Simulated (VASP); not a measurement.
# YbHf (P6/mmm) in VASP: single point with PBE

Aim: the single point of YbHf with PBE.

Everything below comes from runs of VASP 6.6.1. Logs are shortened: lines on timing, memory, paths and dates and some standing lists are left out, and cuts for length are marked.

## Step 1: The cell of the first run

It takes space group P6/mmm (No. 191, hexagonal). The conventional cell has a = 3.145 Å, b = 3.145 Å, c = 6.284 Å, α = 90.00°, β = 90.00°, γ = 120.00°. Yb (site symmetry 6/mmm) has 2 Hf at 3.14 Å and 6 Yb at 3.14 Å within 4.1 Å. Hf (site symmetry 6/mmm) has 2 Yb at 3.14 Å and 6 Hf at 3.14 Å within 4.1 Å.

The cell was generated, and may not be a known phase.

## Step 2: Single point, PBE

File INCAR:

```
SYSTEM = YbHf
ALGO = Fast
EDIFF = 1E-6
ENCUT = 520
GGA = PE
ISIF = 2
ISMEAR = 0
LASPH = .TRUE.
LCHARG = .FALSE.
LREAL = .FALSE.
LWAVE = .FALSE.
NBANDS = 24
NELM = 80
PREC = Accurate
SIGMA = 0.1
```

File KPOINTS:

```
k-points
0
G
  24 24 10
  0 0 0
```

File POSCAR:

```
YbHf
1.0
    3.1449181433      0.0000000000      0.0000000000
   -1.5724590716      2.7235790049      0.0000000000
    0.0000000000      0.0000000000      6.2836234208
Yb Hf
1 1
Direct
    0.0000000000      0.0000000000      0.5000000000
    0.0000000000      0.0000000000      0.0000000000
```

Potentials or basis: VASP PAW PBE potentials, release 64 (Yb, Hf_pv).

Run with:

```console
cat potpaw_PBE.64/Yb/POTCAR potpaw_PBE.64/Hf_pv/POTCAR > POTCAR
mpirun -np 1 vasp_std > vasp.out
```

OUTCAR:

```text
SYSTEM = YbHf
   EDIFF = 1E-6
   ENCUT = 520
   GGA = PE
   ISIF = 2
   ISMEAR = 0
   LASPH = .TRUE.
   LREAL = .FALSE.
   NELM = 80
   PREC = Accurate

 ion  position               nearest neighbor table
   1  0.000  0.000  0.500-   2 3.14   2 3.14
   2  0.000  0.000  0.000-   1 3.14   1 3.14

  LATTYP: Found a hexagonal cell.
 ALAT       =     3.1449181433
 C/A-ratio  =     1.9980244746

  Lattice vectors:

 A1 = (   3.1449181433,   0.0000000000,   0.0000000000)
 A2 = (  -1.5724590716,   2.7235790049,   0.0000000000)
 A3 = (   0.0000000000,   0.0000000000,   6.2836234208)

Analysis of symmetry for initial positions (statically):
=====================================================================
 Subroutine PRICEL returns:
 Original cell was already a primitive cell.

 Routine SETGRP: Setting up the symmetry group for a
 hexagonal supercell.

 Subroutine GETGRP returns: Found 24 space group operations
 (whereof 24 operations were pure point group operations)
 out of a pool of 24 trial point group operations.

The static configuration has the point symmetry D_6h.

Analysis of symmetry for dynamics (positions and initial velocities):
=====================================================================
 Subroutine PRICEL returns:
 Original cell was already a primitive cell.

 Routine SETGRP: Setting up the symmetry group for a
 hexagonal supercell.

 Subroutine GETGRP returns: Found 24 space group operations
 (whereof 24 operations were pure point group operations)
 out of a pool of 24 trial point group operations.

The dynamic configuration has the point symmetry D_6h.

 Subroutine INISYM returns: Found 24 space group operations
 (whereof 24 operations are pure point group operations),
 and found     1 'primitive' translations

----------------------------------------------------------------------------------------

                                     Primitive cell

  volume of cell :      53.8220

  direct lattice vectors                    reciprocal lattice vectors
     3.144918143  0.000000000  0.000000000     0.317973300  0.183581970  0.000000000
    -1.572459072  2.723579005  0.000000000     0.000000000  0.367163941  0.000000000
     0.000000000  0.000000000  6.283623421     0.000000000  0.000000000  0.159143846

  length of vectors
     3.144918143  3.144918143  6.283623421     0.367163941  0.367163941  0.159143846

  position of ions in fractional coordinates (direct lattice)
     0.000000000  0.000000000  0.500000000
     0.000000000  0.000000000  0.000000000

  ion indices of the primitive-cell ions
   primitive index   ion index
                 1           1
                 2           2

----------------------------------------------------------------------------------------

 KPOINTS: k-points

Automatic generation of k-mesh.
 Grid dimensions read from file:
 generate k-points for:   24   24   10

 Generating k-lattice:

  Cartesian coordinates                     Fractional coordinates (reciprocal lattice)
     0.013248887  0.007649249  0.000000000     0.041666667  0.000000000  0.000000000
     0.000000000  0.015298498  0.000000000     0.000000000  0.041666667  0.000000000
     0.000000000  0.000000000  0.015914385     0.000000000  0.000000000  0.100000000

  Length of vectors
     0.015298498  0.015298498  0.015914385

  Shift w.r.t. Gamma in fractional coordinates (k-lattice)
     0.000000000  0.000000000  0.000000000

 Subroutine IBZKPT returns following result:
 ===========================================

 Found    366 irreducible k-points:

 Following reciprocal coordinates:
            Coordinates               Weight
  0.000000  0.000000  0.000000      1.000000
  0.041667  0.000000  0.000000      6.000000
  0.083333  0.000000  0.000000      6.000000
  0.125000  0.000000  0.000000      6.000000
  0.166667  0.000000  0.000000      6.000000
  0.208333  0.000000  0.000000      6.000000
[... 16 lines left out ...]
  0.416667  0.041667  0.000000     12.000000
  0.458333  0.041667  0.000000     12.000000
 [... further k-points ...]
   k-points           NKPTS =    366   k-points in BZ     NKDIM =    366   number of bands    NBANDS=     24
   number of dos      NEDOS =    301   number of ions     NIONS =      2
   total plane-waves  NPLWV =  27648
   dimension x,y,z NGX =    24 NGY =   24 NGZ =   48
   dimension x,y,z NGXF=    48 NGYF=   48 NGZF=   96
   ions per type =               1   1
   NGX,Y,Z   is equivalent  to a cutoff of  12.69, 12.69, 12.70 a.u.
   NGXF,Y,Z  is equivalent  to a cutoff of  25.37, 25.37, 25.40 a.u.
 SYSTEM =  YbHf
   PREC   = accura    normal or accurate (medium, high low for compatibility)
   ISTART =      0    job   : 0-new  1-cont  2-samecut
   ICHARG =      2    charge: 1-file 2-atom 10-const
   ISPIN  =      1    spin polarized calculation?
   LNONCOLLINEAR =      F non collinear calculations
   LSORBIT =      F    spin-orbit coupling
   LASPH  =      T    aspherical Exc in radial PAW
   ENCUT  =  520.0 eV  38.22 Ry    6.18 a.u.   5.85  5.85 11.68*2*pi/ulx,y,z
   NELM   =     80;   NELMIN=  2; NELMDL= -5     # of ELM steps
   EDIFF  = 0.1E-05   stopping-criterion for ELM
   LREAL  =      F    real-space projection
   EDIFFG = 0.1E-04   stopping-criterion for IOM
   NSW    =      0    number of steps for IOM
   IBRION =     -1    ionic relax: 0-MD 1-quasi-New 2-CG
   NFREE  =      0    steps in history (QN), initial steepest desc. (CG)
   ISIF   =      2    stress and relaxation
   ISYM   =      2    0-nonsym 1-usesym 2-fastsym
   POTIM  = 0.5000    time-step for ionic-motion
   TEBEG  =    0.0;   TEEND  =   0.0 temperature during run
   PSTRESS=    0.0 pullay stress
   NELECT =      34.0000    total number of electrons
   NUPDOWN=      -1.0000    fix difference up-down
   EMIN   =  10.00;   EMAX   =-10.00  energy-range for DOS
   EFERMI =   0.00;   METHOD = LEGACY
   ISMEAR =     0;   SIGMA  =   0.10  broadening in eV -4-tet -1-fermi 0-gaus
   EFERMI_NEDOS =   21; number of points for ismear=-14 and -15
   IALGO  =     68    algorithm
   IMIX   =      4    mixing-type and parameters
     AMIX     =   0.40;   BMIX     =  1.00
     AMIX_MAG =   1.60;   BMIX_MAG =  1.00
  volume/ion in A,a.u.               =      26.91       181.60
  Fermi-wavevector in a.u.,A,eV,Ry     =   1.404693  2.654484 26.846491  1.973161
  Thomas-Fermi vector in A             =   2.527229
   LORBIT       =      0    0 simple, 1 ext, 2 COOP (PROOUT), +10 PAW based schemes
   GGA     = PE    functional components
   LHFCALC =     F    Hartree Fock is set to
   AEXX    =    0.0000 exact exchange contribution
   IVDW    =     0    specifies the selected vdW correction
   LEPSILON=     F    determine dielectric tensor
   LRPA    =     F    only Hartree local field effects (RPA)
 non-spin polarized calculation
 RMM-DIIS sequential band-by-band and
 Gauss-broadening in eV      SIGMA  =   0.10
  energy-cutoff  :      520.00
  volume of cell :       53.82
 maximum number of plane-waves:      1476
 NGX is ok and might be reduce to    24
   NGX = 11   NGY = 11   NGZ = 23

 number of electron      34.0000010 magnetization

 Free energy of the ion-electron system (eV)
  ---------------------------------------------------
  ext. energy  EPLUGINS =         0.00000000
  ---------------------------------------------------
  free energy    TOTEN  =       -12.20439085 eV

  energy without entropy =      -12.19319951  energy(sigma->0) =      -12.19879518

 E-fermi :   2.8946     XC(G=0): -10.5987

 val. band max:        2.8928392244   @ k =   0.1667   0.0000   0.0000
 cond. band min:       2.8959334050   @ k =   0.3750   0.0000   0.5000
 fundamental gap:      0.0030941807
 Fermi energy:         2.8946452952

 k-point     1 :       0.0000    0.0000    0.0000
  band No.  band energies     occupation
      1     -48.7448      2.00000
      2     -28.0073      2.00000
      3     -27.4271      2.00000
      4     -27.4271      2.00000
      5     -21.0371      2.00000
      6     -20.5435      2.00000
[... 16 lines left out ...]
     23       6.9087      0.00000
     24       6.9087      0.00000

 k-point     2 :       0.0417    0.0000    0.0000
  band No.  band energies     occupation
      1     -48.7432      2.00000
      2     -28.0058      2.00000
      3     -27.4383      2.00000
      4     -27.4297      2.00000
      5     -21.0340      2.00000
      6     -20.5650      2.00000
[... 16 lines left out ...]
     23       6.8846      0.00000
     24       6.9328      0.00000

 k-point     3 :       0.0833    0.0000    0.0000
  band No.  band energies     occupation
      1     -48.7385      2.00000
      2     -28.0012      2.00000
      3     -27.4712      2.00000
      4     -27.4372      2.00000
      5     -21.0248      2.00000
      6     -20.6273      2.00000
[... 16 lines left out ...]
     23       6.9280      0.00000
     24       6.9958      0.00000

 k-point     4 :       0.1250    0.0000    0.0000
  band No.  band energies     occupation
      1     -48.7311      2.00000
      2     -27.9940      2.00000
      3     -27.5232      2.00000
      4     -27.4492      2.00000
      5     -21.0102      2.00000
      6     -20.7251      2.00000
[... 16 lines left out ...]
     23       7.0723      0.00000
     24       7.2348      0.00000

 k-point     5 :       0.1667    0.0000    0.0000
  band No.  band energies     occupation
      1     -48.7214      2.00000
      2     -27.9846      2.00000
      3     -27.5902      2.00000
      4     -27.4648      2.00000
      5     -20.9911      2.00000
      6     -20.8501      2.00000
[... 451 lines left out ...]
 k-point    22 :       0.3750    0.0417    0.0000
  band No.  band energies     occupation
      1     -48.6597      2.00000
      2     -27.9908      2.00000
      3     -27.9248      2.00000
      4     -27.5675      2.00000
      5     -21.5726      2.00000
      6     -20.8688      2.00000
[... 16 lines left out ...]
     23       7.9885      0.00000
     24       8.6928      0.00000

 k-point    23 :       0.4167    0.0417    0.0000
  band No.  band energies     occupation
      1     -48.6535      2.00000
      2     -28.0293      2.00000
      3     -27.9188      2.00000
      4     -27.5774      2.00000
      5     -21.6402      2.00000
      6     -20.8564      2.00000
[... 16 lines left out ...]
     23       7.9286      0.00000
     24       9.5340      0.00000

 k-point    24 :       0.4583    0.0417    0.0000
  band No.  band energies     occupation
      1     -48.6503      2.00000
      2     -28.0491      2.00000
      3     -27.9157      2.00000
      4     -27.5826      2.00000
      5     -21.6749      2.00000
      6     -20.8500      2.00000
[... 16 lines left out ...]
     23       7.9587      0.00000
     24       9.5088      0.00000

 [... further k-points ...]

------------------------ aborting loop because EDIFF is reached ----------------------------------------

  FORCE on cell =-STRESS in cart. coord.  units (eV):
  Direction    XX          YY          ZZ          XY          YZ          ZX
  --------------------------------------------------------------------------------------
  -------------------------------------------------------------------------------------
  Total        0.2629291      0.2629291      0.2650116      0.0000000      0.0000000      0.0000000
  in kB        7.8268990      7.8268990      7.8888925      0.0000000      0.0000000      0.0000000
  external PRESSURE =       7.8475635 kB  Pullay stress =       0.0000000 kB

 VOLUME and BASIS-vectors are now :
 -----------------------------------------------------------------------------
  energy-cutoff  :      520.00
  volume of cell :       53.82
      direct lattice vectors                 reciprocal lattice vectors
     3.144918143  0.000000000  0.000000000     0.317973300  0.183581970  0.000000000
    -1.572459072  2.723579005  0.000000000     0.000000000  0.367163941  0.000000000
     0.000000000  0.000000000  6.283623421     0.000000000  0.000000000  0.159143846

 POSITION                                       TOTAL-FORCE (eV/Angst)
 -----------------------------------------------------------------------------------
      0.00000      0.00000      3.14181         0.000000      0.000000      0.000000
      0.00000      0.00000      0.00000        -0.000000      0.000000      0.000000
 -----------------------------------------------------------------------------------
    total drift:                                0.000000      0.000000      0.000000

  FREE ENERGIE OF THE ION-ELECTRON SYSTEM (eV)
  ---------------------------------------------------
  free  energy   TOTEN  =       -12.2043908492 eV

  energy  without entropy=      -12.1931995091  energy(sigma->0) =      -12.19879518
```

Run time: 20 min. Hardware: 1 thread of Intel Xeon Platinum 8259CL at 2.50GHz (Skylake/Cascade Lake), shared host; peak memory 0.62 GiB.

Results:

```yaml
Free_energy: -12.2044 eV
Pressure: 0.8 GPa
Band_gap_on_the_k_mesh: zero (bands 17 and 18 overlap by 0.69 eV)
```

Caveat: spin-orbit coupling is left out, which moves the levels of the heavy elements. Spin polarisation is off, so any magnetic state and its effect on volume and gap are missing.
